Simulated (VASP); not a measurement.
# Mg3Te (P4/mmm) in VASP: further runs, part 2 of 2

VASP 6.6.1. Earlier steps stand in the parts before.

## (4) Relaxation of cell and atoms, PBE

INCAR reads:

```
SYSTEM = Mg3Te
PREC     = Accurate       ! precision mode
ENCUT    = 600            ! plane-wave cutoff, eV
EDIFF    = 1E-7           ! SCF threshold, eV
ISMEAR   = 0              ! smearing method
SIGMA    = 0.1            ! smearing width, eV
LREAL    = .FALSE.        ! projectors in reciprocal space
LASPH    = .TRUE.         ! aspherical terms in the spheres
NELM     = 100            ! most SCF steps
ALGO     = Fast           ! electronic algorithm
ISIF     = 3              ! what is computed and relaxed
LWAVE    = .FALSE.        ! write WAVECAR
LCHARG   = .FALSE.        ! write CHGCAR
GGA      = PE             ! functional
IBRION   = 2              ! ionic algorithm
NSW      = 100            ! ionic steps
EDIFFG   = -0.01          ! ionic threshold
```

KPOINTS reads:

```
regular mesh
0
G
  10 10 10
  0 0 0
```

POSCAR reads:

```
Mg3Te
1.0
    4.6318486000      0.0000000000      0.0000000000
    0.0000000000      4.6318486000      0.0000000000
    0.0000000000      0.0000000000      4.3696687600
Mg Te
3 1
Direct
    0.0000000000      0.5000000000      0.5000000000
    0.5000000000      0.0000000000      0.5000000000
    0.5000000000      0.5000000000      0.0000000000
    0.0000000000      0.0000000000      0.0000000000
```

Potentials or basis: VASP PAW PBE potentials, release 64 (Mg, Te).

Run with:

```
$ cat potpaw_PBE.64/Mg/POTCAR potpaw_PBE.64/Te/POTCAR > POTCAR
$ mpirun -np 1 vasp_std > vasp.out
```

OUTCAR:

```text
SYSTEM = Mg3Te
   PREC = Accurate
   ENCUT = 600
   EDIFF = 1E-7
   ISMEAR = 0
   LREAL = .FALSE.
   LASPH = .TRUE.
   NELM = 100
   ISIF = 3
   GGA = PE
   IBRION = 2
   NSW = 100
   EDIFFG = -0.01

 ion  position               nearest neighbor table
   1  0.000  0.500  0.500-   3 3.18   4 3.18   3 3.18   4 3.18   4 3.18   4 3.18   3 3.18   3 3.18
                             2 3.28   2 3.28   2 3.28   2 3.28
   2  0.500  0.000  0.500-   3 3.18   4 3.18   3 3.18   4 3.18   3 3.18   3 3.18   4 3.18   4 3.18
                             1 3.28   1 3.28   1 3.28   1 3.28
   3  0.500  0.500  0.000-   1 3.18   2 3.18   1 3.18   2 3.18   2 3.18   2 3.18   1 3.18   1 3.18
                             4 3.28   4 3.28   4 3.28   4 3.28
   4  0.000  0.000  0.000-   1 3.18   2 3.18   1 3.18   2 3.18   1 3.18   1 3.18   2 3.18   2 3.18
                             3 3.28   3 3.28   3 3.28   3 3.28

  LATTYP: Found a simple tetragonal cell.
 ALAT       =     4.6318486000
 C/A-ratio  =     0.9433962846

  Lattice vectors:

 A1 = (   4.6318486000,   0.0000000000,   0.0000000000)
 A2 = (   0.0000000000,   4.6318486000,   0.0000000000)
 A3 = (   0.0000000000,   0.0000000000,   4.3696687600)

Analysis of symmetry for initial positions (statically):
=====================================================================
 Subroutine PRICEL returns:
 Original cell was already a primitive cell.

 Routine SETGRP: Setting up the symmetry group for a
 simple tetragonal supercell.

 Subroutine GETGRP returns: Found 16 space group operations
 (whereof 16 operations were pure point group operations)
 out of a pool of 16 trial point group operations.

The static configuration has the point symmetry D_4h.

Analysis of symmetry for dynamics (positions and initial velocities):
=====================================================================
 Subroutine PRICEL returns:
 Original cell was already a primitive cell.

 Routine SETGRP: Setting up the symmetry group for a
 simple tetragonal supercell.

 Subroutine GETGRP returns: Found 16 space group operations
 (whereof 16 operations were pure point group operations)
 out of a pool of 16 trial point group operations.

The dynamic configuration has the point symmetry D_4h.

 Subroutine INISYM returns: Found 16 space group operations
 (whereof 16 operations are pure point group operations),
 and found     1 'primitive' translations

----------------------------------------------------------------------------------------

                                     Primitive cell

  volume of cell :      93.7470

  direct lattice vectors                    reciprocal lattice vectors
     4.631848600  0.000000000  0.000000000     0.215896521  0.000000000  0.000000000
     0.000000000  4.631848600  0.000000000     0.000000000  0.215896521  0.000000000
     0.000000000  0.000000000  4.369668760     0.000000000  0.000000000  0.228850298

  length of vectors
     4.631848600  4.631848600  4.369668760     0.215896521  0.215896521  0.228850298

  position of ions in fractional coordinates (direct lattice)
     0.000000000  0.500000000  0.500000000
     0.500000000  0.000000000  0.500000000
     0.500000000  0.500000000  0.000000000
     0.000000000  0.000000000  0.000000000

  ion indices of the primitive-cell ions
   primitive index   ion index
                 1           1
                 2           2
                 3           3
                 4           4
[... 65 lines left out ...]
   ICHARG =      2    charge: 1-file 2-atom 10-const
   ISPIN  =      1    spin polarized calculation?
   LNONCOLLINEAR =      F non collinear calculations
   LSORBIT =      F    spin-orbit coupling
   LASPH  =      T    aspherical Exc in radial PAW
   ENCUT  =  600.0 eV  44.10 Ry    6.64 a.u.   9.25  9.25  8.73*2*pi/ulx,y,z
   NELM   =    100;   NELMIN=  2; NELMDL= -5     # of ELM steps
   EDIFF  = 0.1E-06   stopping-criterion for ELM
   LREAL  =      F    real-space projection
   EDIFFG = -.1E-01   stopping-criterion for IOM
   NSW    =    100    number of steps for IOM
   IBRION =      2    ionic relax: 0-MD 1-quasi-New 2-CG
   NFREE  =      1    steps in history (QN), initial steepest desc. (CG)
   ISIF   =      3    stress and relaxation
   ISYM   =      2    0-nonsym 1-usesym 2-fastsym
   POTIM  = 0.5000    time-step for ionic-motion
   TEBEG  =    0.0;   TEEND  =   0.0 temperature during run
   PSTRESS=    0.0 pullay stress
   NELECT =      12.0000    total number of electrons
   NUPDOWN=      -1.0000    fix difference up-down
   EMIN   =  10.00;   EMAX   =-10.00  energy-range for DOS
   EFERMI =   0.00;   METHOD = LEGACY
   ISMEAR =     0;   SIGMA  =   0.10  broadening in eV -4-tet -1-fermi 0-gaus
   EFERMI_NEDOS =   21; number of points for ismear=-14 and -15
   IALGO  =     68    algorithm
   IMIX   =      4    mixing-type and parameters
     AMIX     =   0.40;   BMIX     =  1.00
     AMIX_MAG =   1.60;   BMIX_MAG =  1.00
  volume/ion in A,a.u.               =      23.44       158.16
  Fermi-wavevector in a.u.,A,eV,Ry     =   0.825055  1.559128  9.261697  0.680716
  Thomas-Fermi vector in A             =   1.936847
   LORBIT       =      0    0 simple, 1 ext, 2 COOP (PROOUT), +10 PAW based schemes
   GGA     = PE    functional components
   LHFCALC =     F    Hartree Fock is set to
   AEXX    =    0.0000 exact exchange contribution
   IVDW    =     0    specifies the selected vdW correction
   LEPSILON=     F    determine dielectric tensor
   LRPA    =     F    only Hartree local field effects (RPA)
 conjugate gradient relaxation of ions
 non-spin polarized calculation
 RMM-DIIS sequential band-by-band and
 Gauss-broadening in eV      SIGMA  =   0.10
  energy-cutoff  :      600.00
  volume of cell :       93.75
 maximum number of plane-waves:      3158
 NGX is ok and might be reduce to    40
   NGX = 19   NGY = 19   NGZ = 17

--------------------------------------- Ionic step        1  -------------------------------------------

 number of electron      12.0000000 magnetization

 Free energy of the ion-electron system (eV)
  ---------------------------------------------------
  ext. energy  EPLUGINS =         0.00000000
  ---------------------------------------------------
  free energy    TOTEN  =        -8.22582853 eV

  energy without entropy =       -8.21638603  energy(sigma->0) =       -8.22110728

------------------------ aborting loop because EDIFF is reached ----------------------------------------

  FORCE on cell =-STRESS in cart. coord.  units (eV):
  Direction    XX          YY          ZZ          XY          YZ          ZX
  --------------------------------------------------------------------------------------
  -------------------------------------------------------------------------------------
  Total        1.1288086      1.1288086      0.9875808      0.0000000      0.0000000     -0.0000000
  in kB       19.2918413     19.2918413     16.8781941      0.0000000      0.0000000     -0.0000000
  external PRESSURE =      18.4872922 kB  Pullay stress =       0.0000000 kB
[... 177 lines left out ...]
--------------------------------------- Ionic step        6  -------------------------------------------

 number of electron      11.9999999 magnetization

 Free energy of the ion-electron system (eV)
  ---------------------------------------------------
  ext. energy  EPLUGINS =         0.00000000
  ---------------------------------------------------
  free energy    TOTEN  =        -8.25024265 eV

  energy without entropy =       -8.24021800  energy(sigma->0) =       -8.24523033

 E-fermi :   4.6680     XC(G=0):  -8.8946

 val. band max:        4.6567984510   @ k =   0.4000   0.3000   0.5000
 cond. band min:       4.6681840187   @ k =   0.5000   0.1000   0.3000
 fundamental gap:      0.0113855677
 Fermi energy:         4.6679599104

 k-point     1 :       0.0000    0.0000    0.0000
  band No.  band energies     occupation
      1      -7.7268      2.00000
      2       0.4378      2.00000
      3       0.9681      2.00000
      4       0.9681      2.00000
      5       1.4715      2.00000
      6       4.3169      2.00000
      7       4.9772      0.00001
      8       7.5000      0.00000
      9       7.5000      0.00000
     10       7.9037      0.00000
[... 287 lines left out ...]
 k-point    24 :       0.2000    0.0000    0.1000
  band No.  band energies     occupation
      1      -7.6082      2.00000
      2      -0.7070      2.00000
      3       0.9245      2.00000
      4       1.1488      2.00000
      5       2.2477      2.00000
      6       5.0281      0.00000
      7       5.6994      0.00000
      8       6.1268      0.00000
      9       6.4249      0.00000
     10       7.3070      0.00000

 [... further k-points ...]

------------------------ aborting loop because EDIFF is reached ----------------------------------------

  FORCE on cell =-STRESS in cart. coord.  units (eV):
  Direction    XX          YY          ZZ          XY          YZ          ZX
  --------------------------------------------------------------------------------------
  -------------------------------------------------------------------------------------
  Total        0.0373342      0.0373342     -0.0362074      0.0000000      0.0000000      0.0000000
  in kB        0.6102162      0.6102162     -0.5917983      0.0000000      0.0000000      0.0000000
  external PRESSURE =       0.2095447 kB  Pullay stress =       0.0000000 kB
[... 19 lines left out ...]
  FREE ENERGIE OF THE ION-ELECTRON SYSTEM (eV)
  ---------------------------------------------------
  free  energy   TOTEN  =        -8.2502426473 eV

  energy  without entropy=       -8.2402180043  energy(sigma->0) =       -8.24523033

 reached required accuracy - stopping structural energy minimisation
```

Run time: 3.3 min. Hardware: 1 thread of Intel Xeon 6975P-C (Granite Rapids), shared host; peak memory 0.37 GiB.

Results:

- Free energy: -8.2502 eV
- Relaxed volume: 24.51 Å³/atom
- Relaxed cell: a = 4.710 Å, b = 4.710 Å, c = 4.418 Å, α = 90.00°, β = 90.00°, γ = 90.00°
- Space group after relaxing (to 0.1 Å): P4/mmm (No. 123)
- Energy gained by relaxing: 6.1 meV/atom
- Ionic steps: 6
- Pressure after relaxing: 0.0 GPa
- Band gap on the k mesh: zero (bands 6 and 7 overlap by 3.01 eV)

Stress tensor (GPa, compression positive):
```
 0.06  0.00  0.00
 0.00  0.06  0.00
 0.00  0.00 -0.06
```

The path:
| step | energy change (eV) | largest force (eV/Å) | pressure (GPa) | volume (Å³) |
| --- | --- | --- | --- | --- |
| 1 | 0.0000 | 0.0000 | 1.85 | 93.75 |
| 2 | -0.0237 | 0.0000 | 0.24 | 97.46 |
| 3 | -0.0242 | 0.0000 | -0.01 | 98.13 |
| 4 | -0.0242 | 0.0000 | 0.02 | 98.04 |
| 5 | -0.0243 | 0.0000 | 0.02 | 98.03 |
| 6 | -0.0244 | 0.0000 | 0.02 | 98.02 |

Final structure:
```
Mg Te
1.0
     4.71049    0.00000    0.00000
     0.00000    4.71049    0.00000
     0.00000    0.00000    4.41776
Mg Te
3 1
Direct
  0.00000 0.50000 0.50000
  0.50000 0.00000 0.50000
  0.50000 0.50000 0.00000
  0.00000 0.00000 0.00000
```

Caveat: spin-orbit coupling is left out, which moves the levels of the heavy elements.

## (5) Overview

| task | cell | k mesh | cutoff (eV) | gap on the mesh (eV) | pressure (GPa) |
| --- | --- | --- | --- | --- | --- |
| single point | a = 4.632, b = 4.632, c = 4.370 Å, 4 atoms | 4 × 4 × 4 | 520 | none | 1.5 |
| single point | a = 4.757, b = 4.757, c = 4.340 Å, 4 atoms | 10 × 10 × 10 | 520 | none | -0.1 |
| relaxation of cell and atoms | relaxed from a = 4.632, b = 4.632, c = 4.370 Å, 4 atoms | 10 × 10 × 10 | 600 | none | 0.0 |

Alike in all rows: level PBE; potentials or basis VASP PAW PBE potentials, release 64 (Mg, Te); no spin polarisation; smearing gaussian 0.1 eV.

Caveats: spin-orbit coupling is left out, which moves the levels of the heavy elements.

Absolute energies hang on the potentials; compare differences alone.

The gap in the log of VASP goes by the Fermi energy; the results here count the filled bands.